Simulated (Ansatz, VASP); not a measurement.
# One calculation of Cd, two programs

```
Cd
1.0
     0.00000    2.94038    2.94038
     2.94038    0.00000    2.94038
     2.94038    2.94038    0.00000
Cd
2
Cartesian
  -0.7351 -0.7351 -0.7351
  0.7351 0.7351 0.7351
```

Change from the starting cell: volume scaled by 0.68, LAPW.

Alike in both runs: task single point; functional PBE; k mesh 12 × 12 × 12; occupations fermi-dirac, width 0.08 eV; no spin polarisation.

|  | VASP | Ansatz |
| --- | --- | --- |
| version | VASP 6.6.1 | Ansatz 0.2.0 |
| potentials or method | VASP PAW PBE potentials, release 64 (Cd), cutoff 520 eV | all-electron LAPW, scalar-relativistic |

Ansatz gave:

```
pressure (GPa) : 17.7
```

Which values does VASP return?

Pressure (GPa): 18.5.

Ansatz ran all-electron here, and VASP with PAW potentials.
